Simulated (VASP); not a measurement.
# YTlO2 (R-3m) in VASP: a series of runs, part 2 of 2

VASP 6.6.1. Earlier steps stand in the parts before.

### Step 3. Single point, LDA (strain -0.0750 x Voigt [0, 0, 1, 0, 0, 0])

INCAR

```
PREC = Accurate
ENCUT = 520
EDIFF = 1E-6
ISMEAR = 0
SIGMA = 0.05
LREAL = False
LASPH = True
NELM = 60
ALGO = Normal
ISIF = 2
LWAVE = False
LCHARG = False
GGA = CA
NBANDS = 26
```

KPOINTS

```
Automatic mesh
0
Gamma
  9 9 9
```

POSCAR

```
YTlO2
1.0
    1.7562310296      1.0139604577      6.0130228904
   -1.7562310296      1.0139604577      6.0130228904
    0.0000000000     -2.0279209154      6.0130228904
Y Tl O
1 1 2
Direct
    0.5000000000      0.5000000000      0.5000000000
    0.0000000000      0.0000000000      0.0000000000
    0.7756830000      0.7756830000      0.7756830000
    0.2243170000      0.2243170000      0.2243170000
```

Potentials or basis: VASP PAW LDA potentials, release 64 (Y_sv, Tl_d, O).

Launch:

```
$ cat potpaw_LDA.64/Y_sv/POTCAR potpaw_LDA.64/Tl_d/POTCAR potpaw_LDA.64/O/POTCAR > POTCAR
$ mpirun -np 1 vasp_std > vasp.out
```

OUTCAR:

```text
PREC = Accurate
   ENCUT = 520
   EDIFF = 1E-6
   ISMEAR = 0
   LREAL = False
   LASPH = True
   NELM = 60
   ISIF = 2
   GGA = CA

 ion  position               nearest neighbor table
   1  0.500  0.500  0.500-   4 2.28   4 2.28   3 2.28   3 2.28   4 2.28   3 2.28   2 3.63   2 3.63
                             2 3.63   2 3.63   2 3.63   2 3.63
   2  0.000  0.000  0.000-   3 2.82   3 2.82   4 2.82   4 2.82   3 2.82   4 2.82   1 3.63   1 3.63
                             1 3.63   1 3.63   1 3.63   1 3.63
   3  0.776  0.776  0.776-   1 2.28   1 2.28   1 2.28   2 2.82   2 2.82   2 2.82
   4  0.224  0.224  0.224-   1 2.28   1 2.28   1 2.28   2 2.82   2 2.82   2 2.82

  LATTYP: Found a trigonal (rhomboedric) cell.
 ALAT       =     6.3457787166
 COS(alpha) =     0.8468124606

  Lattice vectors:

 A1 = (   1.7562310296,   1.0139604577,   6.0130228904)
 A2 = (  -1.7562310296,   1.0139604577,   6.0130228904)
 A3 = (   0.0000000000,  -2.0279209154,   6.0130228904)

Analysis of symmetry for initial positions (statically):
=====================================================================
 Subroutine PRICEL returns:
 Original cell was already a primitive cell.

 Routine SETGRP: Setting up the symmetry group for a
 trigonal (rhombohedral) supercell.

 Subroutine GETGRP returns: Found 12 space group operations
 (whereof 12 operations were pure point group operations)
 out of a pool of 12 trial point group operations.

The static configuration has the point symmetry D_3d.

Analysis of symmetry for dynamics (positions and initial velocities):
=====================================================================
 Subroutine PRICEL returns:
 Original cell was already a primitive cell.

 Routine SETGRP: Setting up the symmetry group for a
 trigonal (rhombohedral) supercell.

 Subroutine GETGRP returns: Found 12 space group operations
 (whereof 12 operations were pure point group operations)
 out of a pool of 12 trial point group operations.

The dynamic configuration has the point symmetry D_3d.

 Subroutine INISYM returns: Found 12 space group operations
 (whereof 12 operations are pure point group operations),
 and found     1 'primitive' translations

----------------------------------------------------------------------------------------

                                     Primitive cell

  volume of cell :      64.2461

  direct lattice vectors                    reciprocal lattice vectors
     1.756231030  1.013960458  6.013022890     0.284700584  0.164371959  0.055435234
    -1.756231030  1.013960458  6.013022890    -0.284700584  0.164371959  0.055435234
     0.000000000 -2.027920915  6.013022890     0.000000000 -0.328743918  0.055435234

  length of vectors
     6.345778717  6.345778717  6.345778717     0.333385106  0.333385106  0.333385106

  position of ions in fractional coordinates (direct lattice)
     0.500000000  0.500000000  0.500000000
     0.000000000  0.000000000  0.000000000
     0.775683000  0.775683000  0.775683000
     0.224317000  0.224317000  0.224317000

  ion indices of the primitive-cell ions
   primitive index   ion index
                 1           1
[... 24 lines left out ...]

 Subroutine IBZKPT returns following result:
 ===========================================

 Found     85 irreducible k-points:

 Following reciprocal coordinates:
            Coordinates               Weight
  0.000000  0.000000  0.000000      1.000000
  0.111111  0.000000 -0.000000      6.000000
  0.222222  0.000000  0.000000      6.000000
  0.333333  0.000000 -0.000000      6.000000
  0.444444  0.000000  0.000000      6.000000
  0.111111  0.111111 -0.000000      6.000000
[... 16 lines left out ...]
 -0.333333  0.333333  0.000000      6.000000
  0.444444  0.444444  0.000000      6.000000
 [... further k-points ...]
   k-points           NKPTS =     85   k-points in BZ     NKDIM =     85   number of bands    NBANDS=     26
   number of dos      NEDOS =    301   number of ions     NIONS =      4
   total plane-waves  NPLWV = 110592
   dimension x,y,z NGX =    48 NGY =   48 NGZ =   48
   dimension x,y,z NGXF=    96 NGYF=   96 NGZF=   96
   ions per type =               1   1   2
   NGX,Y,Z   is equivalent  to a cutoff of  12.57, 12.57, 12.57 a.u.
   NGXF,Y,Z  is equivalent  to a cutoff of  25.15, 25.15, 25.15 a.u.
 SYSTEM =  unknown system
   PREC   = accura    normal or accurate (medium, high low for compatibility)
   ISTART =      0    job   : 0-new  1-cont  2-samecut
   ICHARG =      2    charge: 1-file 2-atom 10-const
   ISPIN  =      1    spin polarized calculation?
   LNONCOLLINEAR =      F non collinear calculations
   LSORBIT =      F    spin-orbit coupling
   LASPH  =      T    aspherical Exc in radial PAW
   ENCUT  =  520.0 eV  38.22 Ry    6.18 a.u.  11.80 11.80 11.80*2*pi/ulx,y,z
   NELM   =     60;   NELMIN=  2; NELMDL= -5     # of ELM steps
   EDIFF  = 0.1E-05   stopping-criterion for ELM
   LREAL  =      F    real-space projection
   EDIFFG = 0.1E-04   stopping-criterion for IOM
   NSW    =      0    number of steps for IOM
   IBRION =     -1    ionic relax: 0-MD 1-quasi-New 2-CG
   NFREE  =      0    steps in history (QN), initial steepest desc. (CG)
   ISIF   =      2    stress and relaxation
   ISYM   =      2    0-nonsym 1-usesym 2-fastsym
   POTIM  = 0.5000    time-step for ionic-motion
   TEBEG  =    0.0;   TEEND  =   0.0 temperature during run
   PSTRESS=    0.0 pullay stress
   NELECT =      36.0000    total number of electrons
   NUPDOWN=      -1.0000    fix difference up-down
   EMIN   =  10.00;   EMAX   =-10.00  energy-range for DOS
   EFERMI =   0.00;   METHOD = LEGACY
   ISMEAR =     0;   SIGMA  =   0.05  broadening in eV -4-tet -1-fermi 0-gaus
   EFERMI_NEDOS =   21; number of points for ismear=-14 and -15
   IALGO  =     38    algorithm
   IMIX   =      4    mixing-type and parameters
     AMIX     =   0.40;   BMIX     =  1.00
     AMIX_MAG =   1.60;   BMIX_MAG =  1.00
  volume/ion in A,a.u.               =      16.06       108.39
  Fermi-wavevector in a.u.,A,eV,Ry     =   1.349667  2.550501 24.784399  1.821602
  Thomas-Fermi vector in A             =   2.477235
   LORBIT       =      0    0 simple, 1 ext, 2 COOP (PROOUT), +10 PAW based schemes
   GGA     = CA    functional components
   LHFCALC =     F    Hartree Fock is set to
   AEXX    =    0.0000 exact exchange contribution
   IVDW    =     0    specifies the selected vdW correction
   LEPSILON=     F    determine dielectric tensor
   LRPA    =     F    only Hartree local field effects (RPA)
 non-spin polarized calculation
 Gauss-broadening in eV      SIGMA  =   0.05
  energy-cutoff  :      520.00
  volume of cell :       64.25
 maximum number of plane-waves:      1759
   NGX = 23   NGY = 23   NGZ = 23

 number of electron      36.0000002 magnetization

 Free energy of the ion-electron system (eV)
  ---------------------------------------------------
  ext. energy  EPLUGINS =         0.00000000
  ---------------------------------------------------
  free energy    TOTEN  =       -30.98042369 eV

  energy without entropy =      -30.98042369  energy(sigma->0) =      -30.98042369

 E-fermi :   4.3402     XC(G=0): -11.2099

 val. band max:        4.1297001828   @ k =   0.4444   0.4444   0.4444
 cond. band min:       5.9219443370   @ k =  -0.4444   0.4444   0.0000
 fundamental gap:      1.7922441542
 Fermi energy:         4.3402141152

 k-point     1 :       0.0000    0.0000    0.0000
  band No.  band energies     occupation
      1     -36.0344      2.00000
      2     -16.7835      2.00000
      3     -15.9228      2.00000
      4     -15.9228      2.00000
      5     -12.4795      2.00000
      6     -11.0804      2.00000
[... 685 lines left out ...]
     25      12.8340      0.00000
     26      13.8245      0.00000

 [... further k-points ...]

------------------------ aborting loop because EDIFF is reached ----------------------------------------

  FORCE on cell =-STRESS in cart. coord.  units (eV):
  Direction    XX          YY          ZZ          XY          YZ          ZX
  --------------------------------------------------------------------------------------
  -------------------------------------------------------------------------------------
  Total       -1.6080031     -1.6080031      1.3924845      0.0000000      0.0000000      0.0000000
  in kB      -40.1005833    -40.1005833     34.7259534      0.0000000      0.0000000      0.0000000
  external PRESSURE =     -15.1584044 kB  Pullay stress =       0.0000000 kB

 VOLUME and BASIS-vectors are now :
 -----------------------------------------------------------------------------
  energy-cutoff  :      520.00
  volume of cell :       64.25
      direct lattice vectors                 reciprocal lattice vectors
     1.756231030  1.013960458  6.013022890     0.284700584  0.164371959  0.055435234
    -1.756231030  1.013960458  6.013022890    -0.284700584  0.164371959  0.055435234
     0.000000000 -2.027920915  6.013022890     0.000000000 -0.328743918  0.055435234

 POSITION                                       TOTAL-FORCE (eV/Angst)
 -----------------------------------------------------------------------------------
      0.00000      0.00000      9.01953         0.000000      0.000000      0.000000
      0.00000      0.00000      0.00000         0.000000      0.000000      0.000000
      0.00000      0.00000     13.99260         0.000000     -0.000000     -0.054912
      0.00000      0.00000      4.04647         0.000000      0.000000      0.054912
 -----------------------------------------------------------------------------------
    total drift:                                0.000000      0.000000      0.000000

  FREE ENERGIE OF THE ION-ELECTRON SYSTEM (eV)
  ---------------------------------------------------
  free  energy   TOTEN  =       -30.9804236923 eV

  energy  without entropy=      -30.9804236923  energy(sigma->0) =      -30.98042369
```

Run time: 9.1 min. Hardware: 1 thread of Oxide Virtual Turin-like, shared host; peak memory 0.34 GiB.

What came out:

| Quantity | Value |
| --- | --- |
| Free energy | -30.9804 eV |
| Pressure | -1.5 GPa |
| Largest force | 0.055 eV/Å |
| Band gap on the k mesh | 1.79 eV (least direct gap 2.02 eV) |

Forces on the atoms (eV/Å):
```
Y    0.000  0.000  0.000
Tl   0.000  0.000  0.000
O    0.000  0.000 -0.055
O    0.000  0.000  0.055
```

Levels at points of the mesh, in eV from the valence-band top:
```csv
k point,band 14,band 15,band 16,band 17,band 18,band 19,band 20,band 21,band 22,band 23
"(0.00, 0.00, 0.00)",-3.20,-2.19,-1.87,-1.21,-1.21,4.17,5.16,5.16,5.82,7.92
```

Caveat: the cell differs from its parent crystal (strain -0.0750 x Voigt [0, 0, 1, 0, 0, 0]); the stress differs along the axes, from -4 to 3 GPa; spin-orbit coupling is left out, which moves the levels of the heavy elements. A k mesh can miss the band edges.

### Step 4. Single point, LDA (strain -0.0500 x Voigt [0, 0, 1, 0, 0, 0])

INCAR

```
SYSTEM = YTlO2
ALGO = Normal
EDIFF = 1E-7
ENCUT = 520
GGA = CA
ISIF = 2
ISMEAR = 0
LASPH = .True.
LCHARG = .True.
LELF = .True.
LREAL = .False.
LVHAR = .True.
LWAVE = .False.
NBANDS = 26
NELM = 60
PREC = Accurate
SIGMA = 0.05
```

KPOINTS

```
k-points
0
Gamma
  9 9 9
  0 0 0
```

POSCAR

```
YTlO2
1.0
    1.7562310296      1.0139604577      6.1755370226
   -1.7562310296      1.0139604577      6.1755370226
    0.0000000000     -2.0279209154      6.1755370226
Y Tl O
1 1 2
Direct
    0.5000000000      0.5000000000      0.5000000000
    0.0000000000      0.0000000000      0.0000000000
    0.7756830000      0.7756830000      0.7756830000
    0.2243170000      0.2243170000      0.2243170000
```

Launch:

```
$ cat potpaw_LDA.64/Y_sv/POTCAR potpaw_LDA.64/Tl_d/POTCAR potpaw_LDA.64/O/POTCAR > POTCAR
$ mpirun -np 1 vasp_std > vasp.out
```

Wall time 11 min (1 thread of Oxide Virtual Turin-like, shared host); peak memory 0.35 GiB.

The run converged. Its results:

* Free energy: -30.9983 eV
* Pressure: -4.0 GPa
* Largest force: 0.070 eV/Å
* Band gap on the k mesh: 1.74 eV (least direct gap 2.01 eV)

Forces in eV/Å, atoms in the order of the input:
```
Y    0.000  0.000  0.000
Tl   0.000  0.000  0.000
O    0.000  0.000  0.070
O    0.000  0.000 -0.070
```

Stress tensor (GPa, compression positive):
```
-5.82  0.00  0.00
 0.00 -5.82  0.00
 0.00  0.00 -0.44
```

Levels at points of the mesh, in eV from the valence-band top:
| k point | band 16 | band 17 | band 18 | band 19 | band 20 | band 21 |
| --- | --- | --- | --- | --- | --- | --- |
| (0.00, 0.00, 0.00) | -1.85 | -1.06 | -1.06 | 4.17 | 5.27 | 5.27 |

Caveat: the cell differs from its parent crystal (strain -0.0500 x Voigt [0, 0, 1, 0, 0, 0]); the stress differs along the axes, from -6 to -0 GPa; spin-orbit coupling is left out, which moves the levels of the heavy elements.

### Step 5. Single point, LDA (strain -0.0250 x Voigt [0, 0, 1, 0, 0, 0])

INCAR

```
  PREC = Accurate
  ENCUT = 520
  EDIFF = 1E-6
  ISMEAR = 0
  SIGMA = 0.05
  LREAL = False
  LASPH = True
  NELM = 80
  ALGO = Normal
  ISIF = 2
  LWAVE = False
  LCHARG = True
  LELF = True
  LVHAR = True
  NBANDS = 26
```

KPOINTS

```
Automatic mesh
0
Gamma
  9 9 9
```

POSCAR

```
YTlO2
1.0
    1.7562310296      1.0139604577      6.3380511547
   -1.7562310296      1.0139604577      6.3380511547
    0.0000000000     -2.0279209154      6.3380511547
Y Tl O
1 1 2
Direct
    0.5000000000      0.5000000000      0.5000000000
    0.0000000000      0.0000000000      0.0000000000
    0.7756830000      0.7756830000      0.7756830000
    0.2243170000      0.2243170000      0.2243170000
```

Launch:

```
$ cat potpaw_LDA.64/Y_sv/POTCAR potpaw_LDA.64/Tl_d/POTCAR potpaw_LDA.64/O/POTCAR > POTCAR
$ mpirun -np 1 vasp_std > vasp.out
```

It took 13 min on 1 thread of Oxide Virtual Turin-like, shared host; peak memory 0.37 GiB.

Results (log left out):

```
Free energy            : -30.9749 eV
Pressure               : -6.2 GPa
Largest force          : 0.208 eV/Å
Band gap on the k mesh : 1.69 eV (least direct gap 1.98 eV)
```

Forces on the atoms (eV/Å):
```
Y    0.000  0.000  0.000
Tl   0.000  0.000  0.000
O    0.000  0.000  0.208
O    0.000  0.000 -0.208
```

Stress tensor (GPa, compression positive):
```
-7.29  0.00  0.00
 0.00 -7.29  0.00
 0.00  0.00 -4.13
```

Levels at points of the mesh, in eV from the valence-band top:
```
           k point  band 14  band 15  band 16  band 17  band 18  band 19  band 20  band 21  band 22  band 23
(0.00, 0.00, 0.00)    -2.73    -1.95    -1.83    -0.92    -0.92     4.15     5.36     5.36     5.72     7.45
```

Caveat: the cell differs from its parent crystal (strain -0.0250 x Voigt [0, 0, 1, 0, 0, 0]); the cell stands under tension; spin-orbit coupling is left out, which moves the levels of the heavy elements.

### Step 6. Summary

| cell | gap on the mesh (eV) | pressure (GPa) | largest force (eV/Å) |
| --- | --- | --- | --- |
| a = 6.192 Å, angles 33.0°, 4 atoms | 1.83 | 1.4 | 0.17 |
| a = 6.346 Å, angles 32.1°, 4 atoms | 1.79 | -1.5 | 0.05 |
| a = 6.500 Å, angles 31.4°, 4 atoms | 1.74 | -4.0 | 0.07 |
| a = 6.655 Å, angles 30.6°, 4 atoms | 1.69 | -6.2 | 0.21 |

Alike in all rows: task single point; level LDA; potentials or basis VASP PAW LDA potentials, release 64 (Y_sv, Tl_d, O); no spin polarisation; k mesh 9 × 9 × 9; cutoff (eV) 520; smearing gaussian 0.05 eV.

Caveats: spin-orbit coupling is left out, which moves the levels of the heavy elements; the stress differs along the axes, from -2 to 8 GPa (at least some runs); the stress differs along the axes, from -4 to 3 GPa (at least some runs); the stress differs along the axes, from -6 to -0 GPa (at least some runs); the cell stands under tension (at least some runs).

Absolute energies hang on the potentials; compare differences alone.
